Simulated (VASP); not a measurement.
# H12SO8 in VASP: notebook, part 2 of 2

VASP 6.6.1. Earlier steps stand in the parts before.

## Step 4: Single point, PBE+D3(BJ)

INCAR reads:

```
PREC = Accurate
ENCUT = 520
EDIFF = 1E-6
ISMEAR = -1
SIGMA = 0.02
LREAL = False
LASPH = True
NELM = 120
ALGO = Normal
ISIF = 2
LWAVE = False
LCHARG = True
GGA = PE
IVDW = 12
LELF = True
LVHAR = True
NBANDS = 49
GGA_COMPAT = False
```

KPOINTS reads:

```
Automatic mesh
0
Gamma
  1 1 1
```

POSCAR reads:

```
H12SO8
1.0
    5.8790600000      0.0000000000      0.0000000000
    0.0000000000      5.8790600000      0.0000000000
    0.0000000000      0.0000000000      5.8790600000
O H S
8 12 1
Direct
    0.8986300531      0.6052157998      0.9114042041
    0.0764578011      0.1580524778      0.1119566733
    0.2320779172      0.5873728113      0.2609260664
    0.5243865516      0.3914231187     -0.0314676156
    0.5821849071     -0.0124509701      0.8415120785
    0.2066316724      0.3677628737      0.6546624801
    0.6358159298      0.8395559834      0.3276204019
    0.7634553823      1.2324929496      0.4454283508
    1.0422244372      0.6185002364      0.9952611472
    0.9509683521      0.4856558702      0.8105377390
    0.2354798216      0.1100686164      0.1520991451
    0.0236092164      0.0140158461      0.0706915731
    0.3243375642      0.4854177368      0.1698230670
    0.3706885114      0.7008603416      0.2908628250
    0.6884433906      0.4268029243     -0.0545665464
    0.4400533419      0.4224825057     -0.1817807609
    0.5949420486      0.1358550517      0.9087507187
    0.6238922549     -0.1246797957      0.9651372839
    0.2175858045      0.4452752651      0.4995356401
    0.1832775988      0.1987902828      0.6482668998
    0.7748517620      0.9877259290      0.4810292802
```

Potentials or basis: VASP PAW PBE potentials, release 64 (O, H, S).

The run is started by

```sh
> cat potpaw_PBE.64/O/POTCAR potpaw_PBE.64/H/POTCAR potpaw_PBE.64/S/POTCAR > POTCAR
> mpirun -np 1 vasp_gam > vasp.out
```

OUTCAR:

```text
PREC = Accurate
   ENCUT = 520
   EDIFF = 1E-6
   ISMEAR = -1
   LREAL = False
   LASPH = True
   NELM = 120
   ISIF = 2
   GGA = PE
   IVDW = 12
 IVDW          = 12

 ion  position               nearest neighbor table
   1  0.899  0.605  0.911-  10 0.97   9 0.98
   2  0.076  0.158  0.112-  12 0.93  11 1.00
   3  0.232  0.587  0.261-  13 0.97  14 1.07
   4  0.524  0.391  0.969-  15 1.00  16 1.03
   5  0.582  0.988  0.842-  17 0.96  18 1.01
   6  0.207  0.368  0.655-  20 1.00  19 1.02
   7  0.636  0.840  0.328-  21 1.50
   8  0.763  0.232  0.445-  21 1.46
   9  0.042  0.619  0.995-   1 0.98
  10  0.951  0.486  0.811-   1 0.97
  11  0.235  0.110  0.152-   2 1.00
  12  0.024  0.014  0.071-   2 0.93
  13  0.324  0.485  0.170-   3 0.97
  14  0.371  0.701  0.291-   3 1.07
  15  0.688  0.427  0.945-   4 1.00
  16  0.440  0.422  0.818-   4 1.03
  17  0.595  0.136  0.909-   5 0.96
  18  0.624  0.875  0.965-   5 1.01
  19  0.218  0.445  0.500-   6 1.02
  20  0.183  0.199  0.648-   6 1.00
  21  0.775  0.988  0.481-   8 1.46   7 1.50

  LATTYP: Found a simple cubic cell.
 ALAT       =     5.8790600000

  Lattice vectors:

 A1 = (   5.8790600000,   0.0000000000,   0.0000000000)
 A2 = (   0.0000000000,   5.8790600000,   0.0000000000)
 A3 = (   0.0000000000,   0.0000000000,   5.8790600000)

Analysis of symmetry for initial positions (statically):
=====================================================================
 Subroutine PRICEL returns:
 Original cell was already a primitive cell.

 Routine SETGRP: Setting up the symmetry group for a
 simple cubic supercell.

 Subroutine GETGRP returns: Found  1 space group operations
 (whereof  1 operations were pure point group operations)
 out of a pool of 48 trial point group operations.

The static configuration has the point symmetry C_1 .

Analysis of symmetry for dynamics (positions and initial velocities):
=====================================================================
 Subroutine PRICEL returns:
[... 148 lines left out ...]
   GGA     = PE    functional components
   LHFCALC =     F    Hartree Fock is set to
   AEXX    =    0.0000 exact exchange contribution
   IVDW    =    12    specifies the selected vdW correction
   LEPSILON=     F    determine dielectric tensor
   LRPA    =     F    only Hartree local field effects (RPA)
 non-spin polarized calculation
  energy-cutoff  :      520.00
  volume of cell :      203.20
 maximum number of plane-waves:      2725
 NGX is ok and might be reduce to    42
   NGX = 21   NGY = 21   NGZ = 21

 number of electron      66.0000002 magnetization

 Free energy of the ion-electron system (eV)
  ---------------------------------------------------
  ext. energy  EPLUGINS =         0.00000000
  ---------------------------------------------------
  free energy    TOTEN  =      -103.43361709 eV

  energy without entropy =     -103.43361709  energy(sigma->0) =     -103.43361709

 E-fermi :  -1.8741     XC(G=0):  -7.6979

 val. band max:       -2.3508568320   @ k =   0.0000   0.0000   0.0000
 cond. band min:       0.7080020332   @ k =   0.0000   0.0000   0.0000
 fundamental gap:      3.0588588652
 Fermi energy:        -1.8740750303

 k-point     1 :       0.0000    0.0000    0.0000
  band No.  band energies     occupation
      1     -23.5492      2.00000
      2     -21.4360      2.00000
      3     -21.2331      2.00000
      4     -21.1384      2.00000
      5     -20.8887      2.00000
      6     -20.6842      2.00000
[... 37 lines left out ...]
     44       8.5480      0.00000
     45       8.6715      0.00000
 [bands above 45 left out]

------------------------ aborting loop because EDIFF is reached ----------------------------------------

 Edisp (eV)   -1.05685

 E8    (eV) :    -0.2426

  FORCE on cell =-STRESS in cart. coord.  units (eV):
  Direction    XX          YY          ZZ          XY          YZ          ZX
  --------------------------------------------------------------------------------------
  -------------------------------------------------------------------------------------
  Total      -0.78529     2.38104     0.24223    -0.58851     3.78187    -2.03324
  in kB      -6.19179    18.77384     1.90990    -4.64025    29.81900   -16.03151
  external pressure =        4.83 kB  Pullay stress =        0.00 kB

 VOLUME and BASIS-vectors are now :
 -----------------------------------------------------------------------------
  energy-cutoff  :      520.00
  volume of cell :      203.20
      direct lattice vectors                 reciprocal lattice vectors
     5.879060000  0.000000000  0.000000000     0.170095219  0.000000000  0.000000000
     0.000000000  5.879060000  0.000000000     0.000000000  0.170095219  0.000000000
     0.000000000  0.000000000  5.879060000     0.000000000  0.000000000  0.170095219

 POSITION                                       TOTAL-FORCE (eV/Angst)
 -----------------------------------------------------------------------------------
      5.28310      3.55810      5.35820         0.358399      0.470515     -0.022543
      0.44950      0.92920      0.65820         2.326071      0.604853      0.812349
      1.36440      3.45320      1.53400         2.025969      2.587879      1.095280
      3.08290      2.30120      5.69406        -0.470957      0.008668     -0.870129
      3.42270      5.80586      4.94730         0.085965     -3.027935     -0.030840
      1.21480      2.16210      3.84880         0.052246     -0.665745     -0.127902
[... 13 lines left out ...]
      1.07750      1.16870      3.81120         0.351298      1.539903     -0.308012
      4.55540      5.80690      2.82800        -0.296342     -0.155602     -0.474647
 -----------------------------------------------------------------------------------
    total drift:                                0.001367      0.001244     -0.001791

  FREE ENERGIE OF THE ION-ELECTRON SYSTEM (eV)
  ---------------------------------------------------
  free  energy   TOTEN  =      -104.4904644474 eV

  energy  without entropy=     -104.4904644473  energy(sigma->0) =     -104.49046445
```

OSZICAR:

```text
N       E                     dE             d eps       ncg     rms          rms(c)
DAV:   1     0.461664950456E+03    0.46166E+03   -0.37921E+04   106   0.126E+03
DAV:   2    -0.780032887974E+02   -0.53967E+03   -0.51923E+03   124   0.297E+02
DAV:   3    -0.114430507818E+03   -0.36427E+02   -0.36223E+02   132   0.830E+01
DAV:   4    -0.114876633332E+03   -0.44613E+00   -0.44531E+00   124   0.101E+01
DAV:   5    -0.114882501771E+03   -0.58684E-02   -0.58661E-02   124   0.115E+00    0.386E+01
DAV:   6    -0.103615851196E+03    0.11267E+02   -0.35793E+01   116   0.289E+01    0.213E+01
DAV:   7    -0.103527845206E+03    0.88006E-01   -0.31143E+00   132   0.896E+00    0.930E+00
DAV:   8    -0.103435269127E+03    0.92576E-01   -0.28009E-01   124   0.318E+00    0.195E+00
DAV:   9    -0.103430230792E+03    0.50383E-02   -0.33602E-02   124   0.108E+00    0.454E-01
DAV:  10    -0.103432080722E+03   -0.18499E-02   -0.55189E-03   108   0.425E-01    0.248E-01
DAV:  11    -0.103433195744E+03   -0.11150E-02   -0.15377E-03   108   0.266E-01    0.864E-02
DAV:  12    -0.103433557708E+03   -0.36196E-03   -0.59558E-04   108   0.151E-01    0.434E-02
DAV:  13    -0.103433599277E+03   -0.41569E-04   -0.86135E-05   116   0.575E-02    0.176E-02
DAV:  14    -0.103433614657E+03   -0.15380E-04   -0.20086E-05   116   0.278E-02    0.115E-02
DAV:  15    -0.103433615829E+03   -0.11715E-05   -0.21180E-06   100   0.109E-02    0.575E-03
DAV:  16    -0.103433617076E+03   -0.12470E-05   -0.16642E-06    76   0.770E-03    0.265E-03
DAV:  17    -0.103433617086E+03   -0.10223E-07   -0.20605E-07    92   0.323E-03
   1 F= -.10449046E+03 E0= -.10449046E+03  d E =-.440571E-10
```

stdout:

```text
POSCAR found type information on POSCAR O H S
 POSCAR found :  3 types and      21 ions
 scaLAPACK will be used
 -----------------------------------------------------------------------------
|                                                                             |
|                                                                             |
|     You have a (more or less) 'large supercell' and for larger cells it     |
|     might be more efficient to use real-space projection operators.         |
|     Therefore, try LREAL= Auto in the INCAR file.                           |
|     Mind: For very accurate calculation, you might also keep the            |
|     reciprocal projection scheme (i.e. LREAL=.FALSE.).                      |
|                                                                             |
 -----------------------------------------------------------------------------

 LDA part: xc-table for (Slater+PW92), standard interpolation
 POSCAR, INCAR and KPOINTS ok, starting setup
 FFT: planning ... GRIDC
 FFT: planning ... GRID_SOFT
 FFT: planning ... GRID
 WAVECAR not read
 entering main loop
```

Run time: 22 s. Hardware: 1 thread of Intel Xeon 6975P-C (Granite Rapids), shared host; peak memory 0.3 GiB.

What came out:

| Property | Result |
| --- | --- |
| Free energy | -104.4905 eV |
| Pressure | 0.5 GPa |
| Largest force | 3.464 eV/Å |
| Band gap on the k mesh | 3.06 eV |
| Dispersion energy per atom | -0.050 eV |

Forces in eV/Å, atoms in the order of the input:
```
O    0.358  0.471 -0.023
O    2.326  0.605  0.812
O    2.026  2.588  1.095
O   -0.471  0.009 -0.870
O    0.086 -3.028 -0.031
O    0.052 -0.666 -0.128
O    0.588  1.007  0.767
O   -0.571 -0.821  0.359
H   -0.215  0.179  0.886
H    0.420 -0.327 -1.148
H   -0.793  0.830 -0.328
H   -1.275 -2.016 -0.894
H    0.560 -0.953 -0.873
H   -2.106 -1.297 -0.134
H   -0.409  0.920  0.656
H    0.263 -0.560  1.045
H   -0.359  1.548  0.668
H   -0.183  0.834 -1.311
H   -0.354 -0.706  0.233
H    0.351  1.540 -0.308
S   -0.296 -0.156 -0.475
```

Caveat: the k points lie up to 1.07 Å⁻¹ apart.
